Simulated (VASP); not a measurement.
# BaTiO3 (Pm-3m) in VASP: notebook

BaTiO3 is run at these levels: r2SCAN; tasks: single point.

Program: VASP 6.6.1. These are calculated values, not measurements. Logs are shortened: lines on timing, memory, paths and dates and some standing lists are left out, and cuts for length are marked.

### 1 The cell of the first run

The structure is cubic, space group Pm-3m (No. 221). The conventional cell has a = 3.968 Å, b = 3.968 Å, c = 3.968 Å, α = 90.00°, β = 90.00°, γ = 90.00°. Within 3.7 Å of Ba (site symmetry m-3m) lie 12 O at 2.81 Å and 8 Ti at 3.44 Å. Within 2.6 Å of Ti (site symmetry m-3m) lie 6 O at 1.98 Å. O (site symmetry 4/mmm) has 2 Ti at 1.98 Å within 2.6 Å.

### 2 Single point, r2SCAN

POSCAR reads:

```
BaTiO3
1.0
    3.9676147800      0.0000000000      0.0000000000
    0.0000000000      3.9676147800      0.0000000000
    0.0000000000      0.0000000000      3.9676147800
Ba Ti O
1 1 3
Direct
    0.5000000000      0.5000000000      0.5000000000
    0.0000000000      0.0000000000      0.0000000000
    0.5000000000      0.0000000000      0.0000000000
    0.0000000000      0.5000000000      0.0000000000
    0.0000000000      0.0000000000      0.5000000000
```

INCAR.step1 reads:

```
PREC = Accurate ; ENCUT = 520
ISMEAR = -1 ; SIGMA = 0.02
LREAL = F ; LASPH = T
NELM = 100 ; NBANDS = 28
GGA = PE ; ALGO = Normal
EDIFF = 1E-4 ; LWAVE = T
LCHARG = F
```

INCAR.step2 reads:

```
PREC = Accurate ; ENCUT = 520
EDIFF = 1E-6 ; ISMEAR = -1
SIGMA = 0.02 ; LREAL = F
LASPH = T ; NELM = 100
ALGO = Normal ; ISIF = 2
LWAVE = F ; LCHARG = F
METAGGA = R2SCAN ; LMIXTAU = T
NBANDS = 28 ; ISTART = 1
```

KPOINTS reads:

```
regular mesh
0
Gamma
  8 8 8
```

Potentials or basis: VASP PAW PBE potentials, release 64 (Ba_sv, Ti_sv, O).

Run with:

```
cat potpaw_PBE.64/Ba_sv/POTCAR potpaw_PBE.64/Ti_sv/POTCAR potpaw_PBE.64/O/POTCAR > POTCAR
cp INCAR.step1 INCAR
mpirun -np 1 vasp_std > vasp.out
cp INCAR.step2 INCAR
mpirun -np 1 vasp_std > vasp.out
```

OUTCAR:

```text
PREC = Accurate
   ENCUT = 520
   EDIFF = 1E-6
   ISMEAR = -1
   LREAL = F
   LASPH = T
   NELM = 100
   ISIF = 2
   METAGGA = R2SCAN
   ISTART = 1

 ion  position               nearest neighbor table
   1  0.500  0.500  0.500-   3 2.81   4 2.81   5 2.81   3 2.81   4 2.81   3 2.81   5 2.81   3 2.81
                             4 2.81   5 2.81   4 2.81   5 2.81   2 3.44   2 3.44   2 3.44   2 3.44
   2  0.000  0.000  0.000-   3 1.98   4 1.98   5 1.98   5 1.98   4 1.98   3 1.98   1 3.44   1 3.44
                             1 3.44   1 3.44   1 3.44   1 3.44   1 3.44   1 3.44
   3  0.500  0.000  0.000-   2 1.98   2 1.98   1 2.81   1 2.81   1 2.81   1 2.81
   4  0.000  0.500  0.000-   2 1.98   2 1.98   1 2.81   1 2.81   1 2.81   1 2.81
   5  0.000  0.000  0.500-   2 1.98   2 1.98   1 2.81   1 2.81   1 2.81   1 2.81

  LATTYP: Found a simple cubic cell.
 ALAT       =     3.9676147800

  Lattice vectors:

 A1 = (   3.9676147800,   0.0000000000,   0.0000000000)
 A2 = (   0.0000000000,   3.9676147800,   0.0000000000)
 A3 = (   0.0000000000,   0.0000000000,   3.9676147800)

Analysis of symmetry for initial positions (statically):
=====================================================================
 Subroutine PRICEL returns:
 Original cell was already a primitive cell.

 Routine SETGRP: Setting up the symmetry group for a
 simple cubic supercell.

 Subroutine GETGRP returns: Found 48 space group operations
[... 9 lines left out ...]

 Routine SETGRP: Setting up the symmetry group for a
 simple cubic supercell.

 Subroutine GETGRP returns: Found 48 space group operations
[... 11 lines left out ...]
                                     Primitive cell

  volume of cell :      62.4581

  direct lattice vectors                    reciprocal lattice vectors
     3.967614780  0.000000000  0.000000000     0.252040598  0.000000000  0.000000000
     0.000000000  3.967614780  0.000000000     0.000000000  0.252040598  0.000000000
     0.000000000  0.000000000  3.967614780     0.000000000  0.000000000  0.252040598

  length of vectors
     3.967614780  3.967614780  3.967614780     0.252040598  0.252040598  0.252040598

  position of ions in fractional coordinates (direct lattice)
     0.500000000  0.500000000  0.500000000
     0.000000000  0.000000000  0.000000000
     0.500000000  0.000000000  0.000000000
     0.000000000  0.500000000  0.000000000
     0.000000000  0.000000000  0.500000000

  ion indices of the primitive-cell ions
   primitive index   ion index
                 1           1
                 2           2
                 3           3
                 4           4
[... 73 lines left out ...]
   EDIFF  = 0.1E-05   stopping-criterion for ELM
   LREAL  =      F    real-space projection
   EDIFFG = 0.1E-04   stopping-criterion for IOM
   NSW    =      0    number of steps for IOM
   IBRION =     -1    ionic relax: 0-MD 1-quasi-New 2-CG
   NFREE  =      0    steps in history (QN), initial steepest desc. (CG)
   ISIF   =      2    stress and relaxation
   ISYM   =      2    0-nonsym 1-usesym 2-fastsym
   POTIM  = 0.5000    time-step for ionic-motion
   TEBEG  =    0.0;   TEEND  =   0.0 temperature during run
   PSTRESS=    0.0 pullay stress
   NELECT =      40.0000    total number of electrons
   NUPDOWN=      -1.0000    fix difference up-down
   EMIN   =  10.00;   EMAX   =-10.00  energy-range for DOS
   EFERMI =   0.00;   METHOD = LEGACY
   ISMEAR =    -1;   SIGMA  =   0.02  broadening in eV -4-tet -1-fermi 0-gaus
   EFERMI_NEDOS =   21; number of points for ismear=-14 and -15
   IALGO  =     38    algorithm
   IMIX   =      4    mixing-type and parameters
     AMIX     =   0.40;   BMIX     =  1.00
     AMIX_MAG =   1.60;   BMIX_MAG =  1.00
  volume/ion in A,a.u.               =      12.49        84.30
  Fermi-wavevector in a.u.,A,eV,Ry     =   1.411124  2.666639 27.092905  1.991272
  Thomas-Fermi vector in A             =   2.533008
   LORBIT       =      0    0 simple, 1 ext, 2 COOP (PROOUT), +10 PAW based schemes
   METAGGA = R2SCAN    functional components
   LHFCALC =     F    Hartree Fock is set to
   AEXX    =    0.0000 exact exchange contribution
   IVDW    =     0    specifies the selected vdW correction
   LEPSILON=     F    determine dielectric tensor
   LRPA    =     F    only Hartree local field effects (RPA)
 non-spin polarized calculation
  energy-cutoff  :      520.00
  volume of cell :       62.46
 maximum number of plane-waves:      1743
 NGX is ok and might be reduce to    30
   NGX = 15   NGY = 15   NGZ = 15

 number of electron      39.9999978 magnetization

 Free energy of the ion-electron system (eV)
  ---------------------------------------------------
  ext. energy  EPLUGINS =         0.00000000
  ---------------------------------------------------
  free energy    TOTEN  =       -74.19814372 eV

  energy without entropy =      -74.19814372  energy(sigma->0) =      -74.19814372

 E-fermi :   4.2763     XC(G=0): -12.0695

 val. band max:        3.7371790317   @ k =   0.5000   0.5000   0.5000
 cond. band min:       5.9338336512   @ k =   0.0000   0.0000   0.0000
 fundamental gap:      2.1966546195
 Fermi energy:         4.2762637001

 k-point     1 :       0.0000    0.0000    0.0000
  band No.  band energies     occupation
      1     -55.0210      2.00000
      2     -30.1953      2.00000
      3     -30.1953      2.00000
      4     -30.1953      2.00000
      5     -21.6761      2.00000
      6     -14.1797      2.00000
[... 733 lines left out ...]
     27      12.6975      0.00000
     28      13.6360      0.00000

 [... further k-points ...]

------------------------ aborting loop because EDIFF is reached ----------------------------------------

  FORCE on cell =-STRESS in cart. coord.  units (eV):
  Direction    XX          YY          ZZ          XY          YZ          ZX
  --------------------------------------------------------------------------------------
  -------------------------------------------------------------------------------------
  Total        2.3011131      2.3011131      2.3011131     -0.0000000      0.0000000     -0.0000000
  in kB       59.0282698     59.0282698     59.0282698     -0.0000000      0.0000000     -0.0000000
  external PRESSURE =      59.0282698 kB  Pullay stress =       0.0000000 kB

 VOLUME and BASIS-vectors are now :
 -----------------------------------------------------------------------------
  energy-cutoff  :      520.00
  volume of cell :       62.46
      direct lattice vectors                 reciprocal lattice vectors
     3.967614780  0.000000000  0.000000000     0.252040598  0.000000000  0.000000000
     0.000000000  3.967614780  0.000000000     0.000000000  0.252040598  0.000000000
     0.000000000  0.000000000  3.967614780     0.000000000  0.000000000  0.252040598

 POSITION                                       TOTAL-FORCE (eV/Angst)
 -----------------------------------------------------------------------------------
      1.98381      1.98381      1.98381         0.000000      0.000000      0.000000
      0.00000      0.00000      0.00000         0.000000      0.000000      0.000000
      1.98381      0.00000      0.00000         0.000000      0.000000      0.000000
      0.00000      1.98381      0.00000         0.000000      0.000000      0.000000
      0.00000      0.00000      1.98381         0.000000      0.000000      0.000000
 -----------------------------------------------------------------------------------
    total drift:                                0.000000     -0.000000      0.000000

  FREE ENERGIE OF THE ION-ELECTRON SYSTEM (eV)
  ---------------------------------------------------
  free  energy   TOTEN  =       -74.1981437218 eV

  energy  without entropy=      -74.1981437218  energy(sigma->0) =      -74.19814372
```

OUTCAR.step1:

```text
PREC = Accurate
   ENCUT = 520
   ISMEAR = -1
   LREAL = F
   LASPH = T
[... 977 lines left out ...]
      0.00000      0.00000      0.00000         0.000000      0.000000      0.000000
      1.98381      0.00000      0.00000         0.000000      0.000000      0.000000
      0.00000      1.98381      0.00000         0.000000      0.000000      0.000000
      0.00000      0.00000      1.98381         0.000000      0.000000      0.000000
 -----------------------------------------------------------------------------------
    total drift:                                0.000000     -0.000000      0.000000

  FREE ENERGIE OF THE ION-ELECTRON SYSTEM (eV)
  ---------------------------------------------------
  free  energy   TOTEN  =       -39.8993504928 eV

  energy  without entropy=      -39.8993504928  energy(sigma->0) =      -39.89935049
```

Wall time 2.1 min (1 thread of Intel Xeon 6975P-C (Granite Rapids), shared host); peak memory 0.2 GiB.

Results:

```
Free energy            : -74.1981 eV
Pressure               : 5.9 GPa
Band gap on the k mesh : 2.20 eV, indirect (least direct gap 2.33 eV)
```

Caveat: the PAW data sets were made with another functional, which shifts forces and pressure a little; spin-orbit coupling is left out, which moves the levels of the heavy elements. r2SCAN opens gaps a little over a GGA but as a rule still falls short of measured ones.

### 3 Single point, r2SCAN

This run uses another cell than the first one, of 12.75 Å³/atom, 1.020 times its volume.

POSCAR, as its differences from that of step 2:

```diff
@@ -2,5 +2,5 @@
 1.0
-    3.9676147800      0.0000000000      0.0000000000
-    0.0000000000      3.9676147800      0.0000000000
-    0.0000000000      0.0000000000      3.9676147800
+    3.9944238000      0.0000000000      0.0000000000
+    0.0000000000      3.9944238000      0.0000000000
+    0.0000000000      0.0000000000      3.9944238000
 Ba Ti O
```

INCAR.step1 reads:

```
SYSTEM = BaTiO3
PREC = Accurate
ENCUT = 520
ISMEAR = -1
SIGMA = 0.02
LREAL = .False.
LASPH = .True.
NELM = 60
NBANDS = 28
GGA = PE
ALGO = Normal
EDIFF = 1E-4
LWAVE = .True.
LCHARG = .False.
```

INCAR.step2 reads:

```
SYSTEM = BaTiO3
PREC = Accurate
ENCUT = 520
EDIFF = 1E-7
ISMEAR = -1
SIGMA = 0.02
LREAL = .False.
LASPH = .True.
NELM = 60
ALGO = Normal
ISIF = 2
LWAVE = .False.
LCHARG = .False.
METAGGA = R2SCAN
LMIXTAU = .True.
NBANDS = 28
ISTART = 1
```

KPOINTS reads:

```
regular mesh
0
Gamma
  8 8 8
  0 0 0
```

Potentials or basis: VASP PAW PBE potentials, release 64 (Ba_sv, Ti_sv, O).

Run with:

```
cat potpaw_PBE.64/Ba_sv/POTCAR potpaw_PBE.64/Ti_sv/POTCAR potpaw_PBE.64/O/POTCAR > POTCAR
cp INCAR.step1 INCAR
mpirun -np 1 vasp_std > vasp.out
cp INCAR.step2 INCAR
mpirun -np 1 vasp_std > vasp.out
```

It took 2.5 min on 1 thread of Intel Xeon 6975P-C (Granite Rapids), shared host; peak memory 0.2 GiB.

The run converged. Its results:

```yaml
Free_energy: -74.2307 eV
Pressure: 2.0 GPa
Band_gap_on_the_k_mesh: 2.15 eV, indirect (least direct gap 2.30 eV)
```

Levels at points of the mesh, in eV from the valence-band top:
```
           k point  band 18  band 19  band 20  band 21  band 22  band 23
(0.00, 0.00, 0.00)    -0.15    -0.15    -0.15     2.15     2.15     2.15
(0.50, 0.00, 0.00)    -1.83    -0.75    -0.75     2.30     3.88     3.88
(0.50, 0.50, 0.00)    -0.88    -0.88    -0.09     3.89     3.89     4.34
(0.50, 0.50, 0.50)     0.00     0.00     0.00     4.58     4.58     4.58
```

Caveat: the PAW data sets were made with another functional, which shifts forces and pressure a little; spin-orbit coupling is left out, which moves the levels of the heavy elements.

(Continued in part 2 of 3.)
